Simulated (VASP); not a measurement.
# SiC (Moissanite 3C) (F-43m) in VASP: a series of runs, part 2 of 2

VASP 6.6.1.

## (3) Relaxation of cell and atoms, PBE, target pressure 2 GPa, at which the enthalpy is minimised

Contents of INCAR:

```
SYSTEM = SiC
  ALGO = Normal
  EDIFF = 1E-6
  EDIFFG = -0.005
  ENCUT = 600
  GGA = PE
  IBRION = 2
  ISIF = 3
  ISMEAR = 0
  LASPH = .True.
  LCHARG = .False.
  LREAL = .False.
  LWAVE = .False.
  NELM = 100
  NSW = 80
  PREC = Accurate
  PSTRESS = 20.0
  SIGMA = 0.01
```

Contents of KPOINTS:

```
k-points
0
Gamma
  9 9 9
  0 0 0
```

Contents of POSCAR:

```
SiC
1.0
    0.0000000000      2.1790000000      2.1790000000
    2.1790000000      0.0000000000      2.1790000000
    2.1790000000      2.1790000000      0.0000000000
Si C
1 1
Direct
    0.0000000000      0.0000000000      0.0000000000
    0.2500000000      0.2500000000      0.2500000000
```

Potentials or basis: VASP PAW PBE potentials, release 64 (Si, C).

The run is started by

```sh
$ cat potpaw_PBE.64/Si/POTCAR potpaw_PBE.64/C/POTCAR > POTCAR
$ mpirun -np 1 vasp_std > vasp.out
```

OUTCAR:

```text
SYSTEM = SiC
   EDIFF = 1E-6
   EDIFFG = -0.005
   ENCUT = 600
   GGA = PE
   IBRION = 2
   ISIF = 3
   ISMEAR = 0
   LASPH = .True.
   LREAL = .False.
   NELM = 100
   NSW = 80
   PREC = Accurate
   PSTRESS = 20.0

 ion  position               nearest neighbor table
   1  0.000  0.000  0.000-   2 1.89   2 1.89   2 1.89   2 1.89
   2  0.250  0.250  0.250-   1 1.89   1 1.89   1 1.89   1 1.89

  LATTYP: Found a face centered cubic cell.
 ALAT       =     4.3580000000

  Lattice vectors:

 A1 = (   0.0000000000,   2.1790000000,   2.1790000000)
 A2 = (   2.1790000000,   0.0000000000,   2.1790000000)
 A3 = (   2.1790000000,   2.1790000000,   0.0000000000)

Analysis of symmetry for initial positions (statically):
=====================================================================
 Subroutine PRICEL returns:
 Original cell was already a primitive cell.

 Routine SETGRP: Setting up the symmetry group for a
 face centered cubic supercell.

 Subroutine GETGRP returns: Found 24 space group operations
 (whereof 24 operations were pure point group operations)
 out of a pool of 48 trial point group operations.

[... 169 lines left out ...]
  Direction    XX          YY          ZZ          XY          YZ          ZX
  --------------------------------------------------------------------------------------
  -------------------------------------------------------------------------------------
  Total        0.3981059      0.3981059      0.3981059      0.0000000      0.0000000      0.0000000
  in kB       30.8253122     30.8253122     30.8253122      0.0000000      0.0000000      0.0000000
  external PRESSURE =      10.8253122 kB  Pullay stress =      20.0000000 kB
[... 63 lines left out ...]
--------------------------------------- Ionic step        3  -------------------------------------------

 number of electron       8.0000000 magnetization

 Free energy of the ion-electron system (eV)
  ---------------------------------------------------
  ext. energy  EPLUGINS =         0.00000000
  ---------------------------------------------------
  free energy    TOTEN  =       -15.06042977 eV

  energy without entropy =      -15.06042977  energy(sigma->0) =      -15.06042977

 E-fermi :   8.1078     XC(G=0): -11.3351

 val. band max:        8.0528796406   @ k =   0.0000   0.0000   0.0000
 cond. band min:       9.5592046102   @ k =   0.4444   0.4444   0.0000
 fundamental gap:      1.5063249697
 Fermi energy:         8.1077536460

 k-point     1 :       0.0000    0.0000    0.0000
  band No.  band energies     occupation
      1      -7.3128      2.00000
      2       8.0529      2.00000
      3       8.0529      2.00000
      4       8.0529      2.00000
      5      14.2303      0.00000
      6      15.3275      0.00000
      7      15.3275      0.00000
      8      15.3275      0.00000
[... 243 lines left out ...]
 k-point    24 :       0.4444    0.4444    0.0000
  band No.  band energies     occupation
      1      -2.7779      2.00000
      2       0.7930      2.00000
      3       4.9429      2.00000
      4       4.9429      2.00000
      5       9.5592      0.00000
      6      12.4561      0.00000
      7      21.7677      0.00000
      8      21.7677      0.00000

 [... further k-points ...]
[... 5 lines left out ...]
  --------------------------------------------------------------------------------------
  -------------------------------------------------------------------------------------
  Total        0.2610250      0.2610250      0.2610250     -0.0000000     -0.0000000      0.0000000
  in kB       20.1146138     20.1146138     20.1146138     -0.0000000     -0.0000000      0.0000000
  external PRESSURE =       0.1146138 kB  Pullay stress =      20.0000000 kB
[... 21 lines left out ...]
  energy  without entropy=      -15.0604297734  energy(sigma->0) =      -15.06042977

  enthalpy is  TOTEN    =       -14.8008920683 eV   P V=        0.2595377050

 reached required accuracy - stopping structural energy minimisation
```

OSZICAR:

```text
N       E                     dE             d eps       ncg     rms          rms(c)
DAV:   1     0.644752900521E+01    0.64475E+01   -0.43809E+03   592   0.941E+02
DAV:   2    -0.165388207316E+02   -0.22986E+02   -0.21964E+02   840   0.114E+02
DAV:   3    -0.169121948614E+02   -0.37337E+00   -0.37337E+00   640   0.180E+01
[... 18 lines left out ...]
DAV:   1    -0.150605909390E+02    0.82366E-03   -0.77447E-03   592   0.771E-01    0.974E-02
DAV:   2    -0.150604597058E+02    0.13123E-03   -0.34492E-04   672   0.123E-01    0.481E-02
DAV:   3    -0.150604333822E+02    0.26324E-04   -0.44480E-05   704   0.473E-02    0.127E-02
DAV:   4    -0.150604295217E+02    0.38604E-05   -0.66928E-06   624   0.159E-02    0.586E-03
DAV:   5    -0.150604297734E+02   -0.25165E-06   -0.17347E-07   304   0.353E-03
   3 F= -.14800892E+02 E0= -.14800892E+02  d E =-.330231E-03
```

Wall time 24 s (1 thread of Intel Xeon 8259CL, shared host); peak memory 0.15 GiB.

What came out:

```yaml
Free_energy: -15.0604 eV
Relaxed_volume: 10.40 Å³/atom
Relaxed_cell: a = 3.086 Å, b = 3.086 Å, c = 3.086 Å, α = 60.00°, β = 60.00°, γ = 60.00°
Space_group_after_relaxing_to_0.05_Å: F-43m (No. 216)
Energy_change_on_relaxing_the_enthalpy_is_what_falls: -0.8 meV/atom
Ionic_steps: 3
Pressure_after_relaxing: 2.0 GPa
Band_gap_on_the_k_mesh: 1.51 eV, indirect (least direct gap 4.62 eV)
```

The path:
| step | energy change (eV) | largest force (eV/Å) | pressure (GPa) | volume (Å³) |
| --- | --- | --- | --- | --- |
| 1 | 0.0000 | 0.0000 | 3.08 | 20.69 |
| 2 | -0.0026 | 0.0000 | 0.85 | 20.90 |
| 3 | -0.0016 | 0.0000 | 2.01 | 20.79 |

Final structure:
```yaml
crystal:
  lattice:
    - [0.00000, 2.18248, 2.18248]
    - [2.18248, 0.00000, 2.18248]
    - [2.18248, 2.18248, 0.00000]
  atoms:
    - { symbol: Si, position: [0.00000, 0.00000, 0.00000] }
    - { symbol: C, position: [0.25000, 0.25000, 0.25000] }
```

Caveat: the cell is relaxed towards a set pressure, so the enthalpy falls and the energy may rise.

## (4) Relaxation of cell and atoms, PBE, target pressure 4 GPa, at which the enthalpy is minimised

Contents of INCAR:

```
PREC = Accurate ; ENCUT = 600
EDIFF = 1E-7 ; ISMEAR = 0
SIGMA = 0.01 ; LREAL = F
LASPH = T ; NELM = 80
ALGO = Normal ; ISIF = 3
LWAVE = F ; LCHARG = F
GGA = PE ; IBRION = 2
NSW = 80 ; EDIFFG = -0.005
PSTRESS = 40.0
```

Contents of KPOINTS:

```
Automatic mesh
0
Gamma
  9 9 9
```

POSCAR is that of step 3.

The run is started by

```sh
$ cat potpaw_PBE.64/Si/POTCAR potpaw_PBE.64/C/POTCAR > POTCAR
$ mpirun -np 1 vasp_std > vasp.out
```

Run time: 29 s. Hardware: 1 thread of Intel Xeon 8259CL, shared host; peak memory 0.15 GiB.

The run converged. Its results:

```
Free energy                                            : -15.0570 eV
Relaxed volume                                         : 10.30 Å³/atom
Relaxed cell                                           : a = 3.077 Å, b = 3.077 Å, c = 3.077 Å, α = 60.00°, β = 60.00°, γ = 60.00°
Space group after relaxing (to 0.05 Å)                 : F-43m (No. 216)
Energy change on relaxing (the enthalpy is what falls) : +0.9 meV/atom
Ionic steps                                            : 3
Pressure after relaxing                                : 4.0 GPa
Band gap on the k mesh                                 : 1.50 eV, indirect (least direct gap 4.63 eV)
```

Step by step:
| step | energy change (eV) | largest force (eV/Å) | pressure (GPa) | volume (Å³) |
| --- | --- | --- | --- | --- |
| 1 | 0.0000 | 0.0000 | 3.07 | 20.69 |
| 2 | 0.0045 | 0.0000 | 5.05 | 20.51 |
| 3 | 0.0019 | 0.0000 | 4.01 | 20.61 |

Final structure:
```cif
data_structure
_symmetry_space_group_name_H-M 'P 1'
_symmetry_Int_Tables_number 1
_cell_length_a 3.0773
_cell_length_b 3.0773
_cell_length_c 3.0773
_cell_angle_alpha 60.000
_cell_angle_beta 60.000
_cell_angle_gamma 60.000
_cell_volume 20.61
loop_
_atom_site_label
_atom_site_type_symbol
_atom_site_fract_x
_atom_site_fract_y
_atom_site_fract_z
_atom_site_occupancy
Si1 Si 0.00000 0.00000 0.00000 1
C1 C 0.25000 0.25000 0.25000 1
```

Levels at points of the mesh, in eV from the valence-band top:
```tsv
k point	band 2	band 3	band 4	band 5	band 6	band 7
(0.00, 0.00, 0.00)	0.00	0.00	0.00	6.28	7.34	7.34
```

Caveat: the cell is relaxed towards a set pressure, so the enthalpy falls and the energy may rise. A k mesh can miss the band edges.

## (5) Overview

```csv
cell,gap on the mesh (eV),pressure (GPa)
relaxed,1.51,0.0
relaxed to 2 GPa,1.51,2.0
relaxed to 4 GPa,1.50,4.0
```

Alike in all rows: task relaxation of cell and atoms; level PBE; potentials or basis VASP PAW PBE potentials, release 64 (Si, C); no spin polarisation; k mesh 9 × 9 × 9; cutoff (eV) 600; smearing gaussian 0.01 eV.

Caveats: the cell is relaxed towards a set pressure, so the enthalpy falls and the energy may rise (some runs).

Total energies depend on the potentials used, so only differences within one code and one set of settings carry meaning.
